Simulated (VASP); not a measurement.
YSb, 2 atoms in the cell. It takes space group Fm-3m (No. 225, cubic). Conventional cell: a = 6.190 Å, b = 6.190 Å, c = 6.190 Å, α = 90.00°, β = 90.00°, γ = 90.00°. Y (site symmetry m-3m) has 6 Sb at 3.10 Å within 4.1 Å. Within 4.1 Å of Sb (site symmetry m-3m) lie 6 Y at 3.10 Å. 

| Quantity | Value |
| --- | --- |
| Program | VASP 6.6.1 |
| Task | relaxation of cell and atoms |
| Functional | r2SCAN |
| Potentials or basis | VASP PAW PBE potentials, release 64 (Y_sv, Sb) |
| Cutoff | 600 eV |
| k mesh | 9 × 9 × 9 |
| Occupations | fermi-dirac, width 0.05 eV |
| Spin | no spin polarisation |
| Dipole correction | no |
| Further INCAR settings | ALGO = Normal; EDIFF = 1e-06; IBRION = 2; EDIFFG = -0.005; NSW = 100; ISIF = 3 |

Potentials or basis: VASP PAW PBE potentials, release 64 (Y_sv, Sb).

Run with:

```console
$ cat potpaw_PBE.64/Y_sv/POTCAR potpaw_PBE.64/Sb/POTCAR > POTCAR
$ cp INCAR.step1 INCAR
$ mpirun -np 1 vasp_std > vasp.out
$ cp INCAR.step2 INCAR
$ mpirun -np 1 vasp_std > vasp.out
```

Hardware: 1 thread of Intel(R) Xeon(R) 6975P-C (Granite Rapids), with other jobs on the host.

Task: Estimate the wall time of this run.

Result: Run time: 3 min on 1 thread of Intel(R) Xeon(R) 6975P-C (Granite Rapids), on a shared host, peak memory 0.26 GiB. Counts: k points 35, ion steps 3.
